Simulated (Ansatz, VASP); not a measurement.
SnTe in VASP and in Ansatz

```
Sn Te
1.0
     0.00000    3.15650    3.06181
     3.15650    0.00000    3.06181
     3.15650    3.15650    0.00000
Sn Te
1 1
Direct
  0.00000 0.00000 0.00000
  0.50000 0.50000 0.50000
```

Change from the starting cell: zz strain of -3 %, PAW files.

Alike in both runs: task electric field gradients; functional LDA; k mesh 11 × 11 × 11; occupations fermi-dirac, width 0.08 eV; no spin polarisation.

```csv
,VASP,Ansatz
version,VASP 6.6.1,Ansatz 0.2.0
potentials or method,"VASP PAW LDA potentials, release 64 (Sn_d, Te)","PAW with Ansatz's default frozen-core files, scalar-relativistic"
plane-wave cutoff (eV),520,420
valence electrons in the cell,20,30
```

Ansatz gave:

* pressure (GPa): -0.2
* traceless stress, the component that is largest in VASP (GPa): 2.97
* size of Vzz on the site where it differs most (V/Å²): 12.6

Problem. Which values does VASP return?

Solution. Pressure (GPa): -0.1; traceless stress, the component that is largest in VASP (GPa): 2.99; size of Vzz on the site where it differs most (V/Å²): 14.4.

LDA's correlation is that of Perdew and Zunger in VASP and of Perdew and Wang (1992) in Ansatz. VASP's potentials hold 20 valence electrons a cell and Ansatz's 30, so a difference there can come from the potentials and not from the codes.

Neither program's run includes spin-orbit coupling.
